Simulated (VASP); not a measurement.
Runs of VASP 6.6.1 on Si. The structure is that of space group Fd-3m (No. 227), or close to it. The cells are those of the table. 

| cell | gap on the mesh (eV) | pressure (GPa) |
| --- | --- | --- |
| a = 3.842 Å, angles 60.0°, 2 atoms | 0.58 | 1.8 |
| a = 3.894 Å, angles 60.0°, 2 atoms | (a) | -1.8 |
| a = 3.868 Å, angles 60.0°, 2 atoms | 0.61 | -0.1 |
| a = 3.919 Å, angles 60.0°, 2 atoms | (b) | -3.3 |
| a = 3.944 Å, angles 60.0°, 2 atoms | 0.71 | -4.6 |

Alike in all rows: task single point; level PBE; potentials or basis VASP PAW PBE potentials, release 64 (Si); no spin polarisation; k mesh 34 × 34 × 34; cutoff (eV) 500; smearing fermi-dirac 0.0612256 eV.

Task: Fill in the values left out.

Result: (a) 0.65; (b) 0.68.

Caveats: the cell stands under tension (at least some runs).

A k mesh can miss the band edges.
